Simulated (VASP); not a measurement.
Wanted: the native input for a VASP 6.6.1 run.

- Task: single point
- Functional: LDA
- Potentials or basis: VASP PAW LDA potentials, release 64 (Al, Si)
- Cutoff: 400 eV
- k mesh: 13 × 9 × 1
- Occupations: fermi-dirac, width 0.05 eV
- Spin: no spin polarisation
- Dipole correction: yes
- Further INCAR settings: ALGO = Normal; EDIFF = 1e-06; NBANDS = 16; NELMDL = -8

The structure of Al4Si (Al (110), 5 layers) lies in POSCAR:

```
Al4Si
1.0
    2.8168008949      0.0000000000      0.0000000000
    0.0000000000      3.9835580280      0.0000000000
    0.0000000000      0.0000000000     21.6336000000
Al Si
4 1
Direct
    0.0000000000      0.0000000000      0.3749259573
    0.5000000000      0.5000000000      0.4352217579
    0.5000000000      0.5000000000      0.5647782477
    0.0000000000      0.0000000000      0.6250740417
    0.0000000000      0.0000000000      0.4999999954
```

These files were run (other wordings do the same):

INCAR

```
PREC     = Accurate       # precision mode
ENCUT    = 400            # plane-wave cutoff, eV
EDIFF    = 1E-6           # SCF threshold, eV
ISMEAR   = -1             # smearing method
SIGMA    = 0.05           # smearing width, eV
LREAL    = False          # projectors in reciprocal space
LASPH    = True           # aspherical terms in the spheres
NELM     = 120            # most SCF steps
ALGO     = Normal         # electronic algorithm
ISIF     = 2              # what is computed and relaxed
LWAVE    = False          # write WAVECAR
LCHARG   = False          # write CHGCAR
LDIPOL   = True         
IDIPOL   = 3            
DIPOL    = 0.5 0.5 0.500
NBANDS   = 16             # bands
GGA_COMPAT= False        
NELMDL   = -8
```

KPOINTS

```
Automatic mesh
0
Gamma
  13 9 1
```

Potentials or basis: VASP PAW LDA potentials, release 64 (Al, Si).

The run is started by

```sh
$ cat potpaw_LDA.64/Al/POTCAR potpaw_LDA.64/Si/POTCAR > POTCAR
$ mpirun -np 1 vasp_std > vasp.out
```

It gave:

- Largest force: 0.278 eV/Å
- Band gap on the k mesh: zero (band 8 reaches 0.59 eV, above the bottom of band 9 at -0.96 eV)

Run time: 57 s on 1 thread of Intel(R) Xeon(R) 6975P-C (Granite Rapids), on a shared host, peak memory 0.24 GiB.
